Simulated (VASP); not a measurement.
Write the native input for VASP 6.6.1 that does the following.

| Property | Result |
| --- | --- |
| Task | relaxation of cell and atoms |
| Functional | PBE |
| Potentials or basis | VASP PAW PBE potentials, release 64 (Sc_sv, W_sv) |
| Cutoff | 600 eV |
| k mesh | 12 × 12 × 14 |
| Occupations | gaussian, width 0.1 eV |
| Spin | no spin polarisation |
| Dipole correction | no |
| Further INCAR settings | ALGO = Normal; EDIFF = 1e-06; IBRION = 2; EDIFFG = -0.005; NSW = 100; ISIF = 3 |

The structure of Sc2W lies in POSCAR:

```
Sc2W
1.0
    4.8683158970      0.0000000000      0.0000000000
   -2.4341579485      4.2160852405      0.0000000000
    0.0000000000      0.0000000000      2.8372579135
Sc W
2 1
Direct
    0.3333333333      0.6666666667      0.5000000000
    0.6666666667      0.3333333333      0.5000000000
    0.0000000000      0.0000000000      0.0000000000
```

These files were run (other wordings do the same):

INCAR

```
SYSTEM = Sc2W
ALGO     = Normal         ! electronic algorithm
EDIFF    = 1E-6           ! SCF threshold, eV
EDIFFG   = -0.005         ! ionic threshold
ENCUT    = 600            ! plane-wave cutoff, eV
GGA      = PE             ! functional
IBRION   = 2              ! ionic algorithm
ISIF     = 3              ! what is computed and relaxed
ISMEAR   = 0              ! smearing method
LASPH    = .True.         ! aspherical terms in the spheres
LCHARG   = .False.        ! write CHGCAR
LREAL    = .False.        ! projectors in reciprocal space
LWAVE    = .False.        ! write WAVECAR
NELM     = 100            ! most SCF steps
NSW      = 100            ! ionic steps
PREC     = Accurate       ! precision mode
SIGMA    = 0.1            ! smearing width, eV
```

KPOINTS

```
k-points
0
Gamma
  12 12 14
  0 0 0
```

Potentials or basis: VASP PAW PBE potentials, release 64 (Sc_sv, W_sv).

Run with:

```bash
$ cat potpaw_PBE.64/Sc_sv/POTCAR potpaw_PBE.64/W_sv/POTCAR > POTCAR
$ mpirun -np 1 vasp_std > vasp.out
```

Results of the run:

- Relaxed volume: 19.46 Å³/atom
- Relaxed cell: a = 4.870 Å, b = 4.870 Å, c = 2.843 Å, α = 90.00°, β = 90.00°, γ = 120.00°
- Space group after relaxing (to 0.05 Å): P6/mmm (No. 191)
- Energy gained by relaxing: 0.1 meV/atom
- Ionic steps: 15
- Pressure after relaxing: 0.0 GPa
- Band gap on the k mesh: zero (band 18 reaches 6.48 eV, above the bottom of band 19 at 5.95 eV)

Caveat: spin-orbit coupling is left out, which moves the levels of the heavy elements.

It took 22 min on 1 thread of AMD EPYC 9R45 (Zen 5) (shared host), peak memory 0.36 GiB.
